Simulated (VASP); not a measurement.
A run of VASP 6.6.1:

File INCAR:

```
PREC = Accurate
ENCUT = 520
EDIFF = 1E-6
ISMEAR = -1
SIGMA = 0.08
LREAL = False
LASPH = True
NELM = 80
ALGO = Normal
ISIF = 2
LWAVE = False
LCHARG = True
GGA = PE
LELF = True
LVHAR = True
NBANDS = 17
```

The input KPOINTS:

```
Automatic mesh
0
Gamma
  10 10 10
```

Contents of POSCAR:

```
Ba
1.0
   -3.4834721413      3.4834721413      1.8929709621
    3.4834721413     -3.4834721413      1.8929709621
    3.4834721413      3.4834721413     -1.8929709621
Ba
2
Direct
   -0.3750000000     -0.1250000000     -0.2500000000
    0.3750000000      0.1250000000      0.2500000000
```

Potentials or basis: VASP PAW PBE potentials, release 64 (Ba_sv).

Launch:

```bash
$ cat potpaw_PBE.64/Ba_sv/POTCAR > POTCAR
$ mpirun -np 1 vasp_std > vasp.out
```

Hardware: 1 thread of Intel(R) Xeon(R) Platinum 8488C (Sapphire Rapids), with other jobs on the host.

Task: Estimate the wall time of this run.

Result: It took 93 s on 1 thread of Intel(R) Xeon(R) Platinum 8488C (Sapphire Rapids) (shared host), peak memory 0.32 GiB. Counts: scf iterations 11, k points 102.
